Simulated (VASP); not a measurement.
# Ni (Pm-3m) in VASP: notebook

Runs on Ni. Level: revPBE. Tasks: single point.

Everything below comes from runs of VASP 6.6.1. Logs are shortened: lines on timing, memory, paths and dates and some standing lists are left out, and cuts for length are marked.

### 1 The cell of the first run

Symmetry: Pm-3m, No. 221, cubic system. The conventional cell has a = 2.406 Å, b = 2.406 Å, c = 2.406 Å, α = 90.00°, β = 90.00°, γ = 90.00°. Within 3.2 Å of Ni (site symmetry m-3m) lie 6 Ni at 2.41 Å.

This isn't the form of Ni at room conditions, which is fcc.

### 2 Single point, revPBE (13.92 Å³/atom)

File INCAR:

```
PREC = Accurate
ENCUT = 600
EDIFF = 1E-6
ISMEAR = -1
SIGMA = 0.1
LREAL = F
LASPH = T
NELM = 120
ALGO = Normal
ISIF = 2
LWAVE = F
LCHARG = F
GGA = RE
NBANDS = 11
GGA_COMPAT = F
```

File KPOINTS:

```
regular mesh
0
Gamma
  15 15 15
```

File POSCAR:

```
Ni
1.0
    2.4056276361      0.0000000000      0.0000000000
    0.0000000000      2.4056276361      0.0000000000
    0.0000000000      0.0000000000      2.4056276361
Ni
1
Direct
    0.0000000000      0.0000000000      0.0000000000
```

Potentials or basis: VASP PAW PBE potentials, release 64 (Ni).

The run is started by

```
> cat potpaw_PBE.64/Ni/POTCAR > POTCAR
> mpirun -np 1 vasp_std > vasp.out
```

OUTCAR:

```text
PREC = Accurate
   ENCUT = 600
   EDIFF = 1E-6
   ISMEAR = -1
   LREAL = F
   LASPH = T
   NELM = 120
   ISIF = 2
   GGA = RE

 ion  position               nearest neighbor table
   1  0.000  0.000  0.000-

  LATTYP: Found a simple cubic cell.
 ALAT       =     2.4056276361

  Lattice vectors:

 A1 = (   2.4056276361,   0.0000000000,   0.0000000000)
 A2 = (   0.0000000000,   2.4056276361,   0.0000000000)
 A3 = (   0.0000000000,   0.0000000000,   2.4056276361)

Analysis of symmetry for initial positions (statically):
=====================================================================
 Subroutine PRICEL returns:
 Original cell was already a primitive cell.

 Routine SETGRP: Setting up the symmetry group for a
 simple cubic supercell.

 Subroutine GETGRP returns: Found 48 space group operations
 (whereof 48 operations were pure point group operations)
 out of a pool of 48 trial point group operations.

The static configuration has the point symmetry O_h .

Analysis of symmetry for dynamics (positions and initial velocities):
=====================================================================
 Subroutine PRICEL returns:
 Original cell was already a primitive cell.

 Routine SETGRP: Setting up the symmetry group for a
 simple cubic supercell.

 Subroutine GETGRP returns: Found 48 space group operations
 (whereof 48 operations were pure point group operations)
 out of a pool of 48 trial point group operations.

The dynamic configuration has the point symmetry O_h .

 Subroutine INISYM returns: Found 48 space group operations
 (whereof 48 operations are pure point group operations),
 and found     1 'primitive' translations

----------------------------------------------------------------------------------------

                                     Primitive cell

  volume of cell :      13.9215

  direct lattice vectors                    reciprocal lattice vectors
     2.405627636  0.000000000  0.000000000     0.415691932  0.000000000  0.000000000
     0.000000000  2.405627636  0.000000000     0.000000000  0.415691932  0.000000000
     0.000000000  0.000000000  2.405627636     0.000000000  0.000000000  0.415691932

  length of vectors
     2.405627636  2.405627636  2.405627636     0.415691932  0.415691932  0.415691932

  position of ions in fractional coordinates (direct lattice)
     0.000000000  0.000000000  0.000000000

  ion indices of the primitive-cell ions
   primitive index   ion index
                 1           1

[... 80 lines left out ...]
   TEBEG  =    0.0;   TEEND  =   0.0 temperature during run
   PSTRESS=    0.0 pullay stress
   NELECT =      10.0000    total number of electrons
   NUPDOWN=      -1.0000    fix difference up-down
   EMIN   =  10.00;   EMAX   =-10.00  energy-range for DOS
   EFERMI =   0.00;   METHOD = LEGACY
   ISMEAR =    -1;   SIGMA  =   0.10  broadening in eV -4-tet -1-fermi 0-gaus
   EFERMI_NEDOS =   21; number of points for ismear=-14 and -15
   IALGO  =     38    algorithm
   IMIX   =      4    mixing-type and parameters
     AMIX     =   0.40;   BMIX     =  1.00
     AMIX_MAG =   1.60;   BMIX_MAG =  1.00
  volume/ion in A,a.u.               =      13.92        93.95
  Fermi-wavevector in a.u.,A,eV,Ry     =   1.466155  2.770630 29.247209  2.149609
  Thomas-Fermi vector in A             =   2.581926
   LORBIT       =      0    0 simple, 1 ext, 2 COOP (PROOUT), +10 PAW based schemes
   GGA     = RE    functional components
   LHFCALC =     F    Hartree Fock is set to
   AEXX    =    0.0000 exact exchange contribution
   IVDW    =     0    specifies the selected vdW correction
   LEPSILON=     F    determine dielectric tensor
   LRPA    =     F    only Hartree local field effects (RPA)
 non-spin polarized calculation
  energy-cutoff  :      600.00
  volume of cell :       13.92
 maximum number of plane-waves:       474
 NGX is ok and might be reduce to    20
   NGX =  9   NGY =  9   NGZ =  9

 number of electron      10.0000013 magnetization

 Free energy of the ion-electron system (eV)
  ---------------------------------------------------
  ext. energy  EPLUGINS =         0.00000000
  ---------------------------------------------------
  free energy    TOTEN  =        -4.37437907 eV

  energy without entropy =       -4.28908111  energy(sigma->0) =       -4.33173009

 E-fermi :   6.3186     XC(G=0): -11.6719

 val. band max:        6.3153115226   @ k =   0.1333   0.0667   0.0000
 cond. band min:       6.3248318858   @ k =   0.3333   0.0667   0.0667
 fundamental gap:      0.0095203632
 Fermi energy:         6.3186475971

 k-point     1 :       0.0000    0.0000    0.0000
  band No.  band energies     occupation
      1      -0.9578      2.00000
      2       3.4752      2.00000
      3       3.4752      2.00000
      4       6.3422      0.88266
      5       6.3422      0.88266
      6       6.3422      0.88266
      7      24.7076      0.00000
      8      24.7076      0.00000
      9      24.7076      0.00000
     10      28.2606      0.00000
     11      28.2606      0.00000
[... 309 lines left out ...]
 k-point    24 :       0.3333    0.2000    0.0000
  band No.  band energies     occupation
      1       2.5065      2.00000
      2       4.0041      2.00000
      3       4.6406      2.00000
      4       5.7095      1.99549
      5       5.8923      1.97224
      6       6.1076      1.78385
      7      13.8465      0.00000
      8      20.9124      0.00000
      9      28.9770      0.00000
     10      29.7619      0.00000
     11      30.9347      0.00000

 [... further k-points ...]

------------------------ aborting loop because EDIFF is reached ----------------------------------------

  FORCE on cell =-STRESS in cart. coord.  units (eV):
  Direction    XX          YY          ZZ          XY          YZ          ZX
  --------------------------------------------------------------------------------------
  -------------------------------------------------------------------------------------
  Total       -0.7371971     -0.7371971     -0.7371971      0.0000000      0.0000000      0.0000000
  in kB      -84.8416277    -84.8416277    -84.8416277      0.0000000      0.0000000      0.0000000
  external PRESSURE =     -84.8416277 kB  Pullay stress =       0.0000000 kB

 VOLUME and BASIS-vectors are now :
 -----------------------------------------------------------------------------
  energy-cutoff  :      600.00
  volume of cell :       13.92
      direct lattice vectors                 reciprocal lattice vectors
     2.405627636  0.000000000  0.000000000     0.415691932  0.000000000  0.000000000
     0.000000000  2.405627636  0.000000000     0.000000000  0.415691932  0.000000000
     0.000000000  0.000000000  2.405627636     0.000000000  0.000000000  0.415691932

 POSITION                                       TOTAL-FORCE (eV/Angst)
 -----------------------------------------------------------------------------------
      0.00000      0.00000      0.00000         0.000000      0.000000      0.000000
 -----------------------------------------------------------------------------------
    total drift:                                0.000000      0.000000      0.000000

  FREE ENERGIE OF THE ION-ELECTRON SYSTEM (eV)
  ---------------------------------------------------
  free  energy   TOTEN  =        -4.3743790716 eV

  energy  without entropy=       -4.2890811099  energy(sigma->0) =       -4.33173009
```

OSZICAR:

```text
N       E                     dE             d eps       ncg     rms          rms(c)
DAV:   1     0.343221317879E+02    0.34322E+02   -0.53962E+03  2664   0.131E+03
DAV:   2    -0.392546733231E+01   -0.38248E+02   -0.36509E+02  2727   0.178E+02
DAV:   3    -0.508276895332E+01   -0.11573E+01   -0.11355E+01  3028   0.358E+01
DAV:   4    -0.509428722248E+01   -0.11518E-01   -0.11515E-01  2976   0.327E+00
DAV:   5    -0.509457356646E+01   -0.28634E-03   -0.28634E-03  2978   0.498E-01    0.747E+00
DAV:   6    -0.484165516101E+01    0.25292E+00   -0.13440E+01  3027   0.496E+01    0.676E+00
DAV:   7    -0.438314008161E+01    0.45852E+00   -0.32971E+00  3024   0.227E+01    0.117E+00
DAV:   8    -0.437551458131E+01    0.76255E-02   -0.10249E-02  3510   0.876E-01    0.383E-01
DAV:   9    -0.437436719449E+01    0.11474E-02   -0.35632E-03  3167   0.500E-01    0.717E-02
DAV:  10    -0.437437973340E+01   -0.12539E-04   -0.73112E-05  2785   0.104E-01    0.153E-02
DAV:  11    -0.437437907161E+01    0.66179E-06   -0.15634E-06  2174   0.149E-02
   1 F= -.43743791E+01 E0= -.43317301E+01  d E =-.852980E-01
```

It took 9 s on 1 thread of Intel Xeon Platinum 8488C (Sapphire Rapids), shared host; peak memory 0.14 GiB.

What came out:

```yaml
Free_energy: -4.3744 eV
Pressure: -8.5 GPa
Band_gap_on_the_k_mesh: zero (bands 5 and 6 overlap by 1.00 eV)
```

Caveat: the cell stands under tension; the PAW data sets were made with another functional, which shifts forces and pressure a little; the run has no spin polarisation, though such a crystal can be magnetic.

### 3 Single point, revPBE (14.44 Å³/atom)

This run uses another cell than the first one, of 14.44 Å³/atom.

File INCAR:

```
SYSTEM = Ni
PREC     = Accurate       ! precision mode
ENCUT    = 600            ! plane-wave cutoff, eV
EDIFF    = 1E-6           ! SCF threshold, eV
ISMEAR   = -1             ! smearing method
SIGMA    = 0.1            ! smearing width, eV
LREAL    = .FALSE.        ! projectors in reciprocal space
LASPH    = .TRUE.         ! aspherical terms in the spheres
NELM     = 120            ! most SCF steps
ALGO     = Normal         ! electronic algorithm
ISIF     = 2              ! what is computed and relaxed
LWAVE    = .FALSE.        ! write WAVECAR
LCHARG   = .FALSE.        ! write CHGCAR
GGA      = RE             ! functional
NBANDS   = 11             ! bands
GGA_COMPAT= .FALSE.
```

File KPOINTS:

```
Automatic mesh
0
G
  15 15 15
  0 0 0
```

File POSCAR:

```
Ni
1.0
    2.4349674501      0.0000000000      0.0000000000
    0.0000000000      2.4349674501      0.0000000000
    0.0000000000      0.0000000000      2.4349674501
Ni
1
Direct
    0.0000000000      0.0000000000      0.0000000000
```

Potentials or basis: VASP PAW PBE potentials, release 64 (Ni).

The run is started by

```
> cat potpaw_PBE.64/Ni/POTCAR > POTCAR
> mpirun -np 1 vasp_std > vasp.out
```

Wall time 9 s (1 thread of Intel Xeon Platinum 8488C (Sapphire Rapids), shared host); peak memory 0.14 GiB.

The run converged. Its results:

* Free energy: -4.3422 eV
* Pressure: -11.4 GPa
* Band gap on the k mesh: zero (bands 5 and 6 overlap by 0.95 eV)

Levels at points of the mesh, in eV from the Fermi level:
| k point | band 1 | band 2 | band 3 | band 4 | band 5 | band 6 | band 7 | band 8 | band 9 | band 10 |
| --- | --- | --- | --- | --- | --- | --- | --- | --- | --- | --- |
| (0.00, 0.00, 0.00) | -7.06 | -2.70 | -2.70 | 0.02 | 0.02 | 0.02 | 17.98 | 17.98 | 17.98 | 21.46 |

Caveat: the cell stands under tension; the PAW data sets were made with another functional, which shifts forces and pressure a little; the run has no spin polarisation, though such a crystal can be magnetic. Spin polarisation is off, so any magnetic state and its effect on volume and gap are missing.
